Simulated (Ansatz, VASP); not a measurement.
CuI: VASP beside Ansatz

```
CELL_PARAMETERS angstrom
0.00000 2.86209 2.86209
2.86209 0.00000 2.86209
2.86209 2.86209 0.00000
ATOMIC_POSITIONS crystal
Cu 0.00000 0.00000 0.00000
I 0.50000 0.50000 0.50000
```

Alike in both runs: task single point; functional PBE; k mesh 4 × 4 × 4; occupations gaussian, width 0.1 eV; no spin polarisation.

|  | VASP | Ansatz |
| --- | --- | --- |
| version | VASP 6.6.1 | Ansatz 0.2.0 |
| potentials or method | VASP PAW PBE potentials, release 64 (Cu, I) | scalar-relativistic, plane waves, norm-conserving potentials |
| plane-wave cutoff (eV) | 520 | 1252 |
| valence electrons in the cell | 18 | 26 |

VASP gave:

| Property | Result |
| --- | --- |
| gap on the k mesh at the Fermi level (eV) | none |
| pressure (GPa) | 0.7 |

Question: What did Ansatz give for the same quantities?

Answer: gap on the k mesh at the Fermi level (eV): none; pressure (GPa): 0.5.

A gap of «none» marks a metal or a gap that the smearing closes. VASP's potentials hold 18 valence electrons a cell and Ansatz's 26, so a difference there can come from the potentials and not from the codes. Ansatz's warnings: force scf threshold loose, stress scf threshold loose.

The k mesh is coarse, so the values compare programs but aren't converged. Neither program's run includes spin-orbit coupling.
